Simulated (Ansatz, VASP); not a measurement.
One calculation of Si2S3, two programs

```
CELL_PARAMETERS angstrom
3.46634 0.00000 0.00000
-1.73317 3.00194 0.00000
0.00000 0.00000 9.06624
ATOMIC_POSITIONS crystal
Si 0.33333 0.66667 0.16289
Si 0.66667 0.33333 0.83711
S 0.00000 0.00000 0.00000
S 0.33333 0.66667 0.70284
S 0.66667 0.33333 0.29716
```

Alike in both runs: functional PBE; k mesh 6 × 6 × 4; occupations gaussian, width 0.1 eV; no spin polarisation.

Ansatz relaxed the structure, and its values are those at the end. VASP's run is a single point on that final structure, the one shown.

|  | VASP | Ansatz |
| --- | --- | --- |
| version | VASP 6.6.1 | Ansatz 0.2.0 |
| potentials or method | VASP PAW PBE potentials, release 64 (Si, S), cutoff 520 eV | scalar-relativistic, plane waves, PAW |
| valence electrons in the cell | 26 | 26 |

```csv
,VASP,Ansatz,Ansatz less VASP
gap on the k mesh at the Fermi level (eV),none,none,-
pressure (GPa),-0.1,0.1,+0.15
rms of the force components (eV/Å),0.008,0.000,-0.0082
```

A gap of «none» marks a metal or a gap that the smearing closes. With one functional, cell and mesh, what is left measures potentials, basis and numerics.
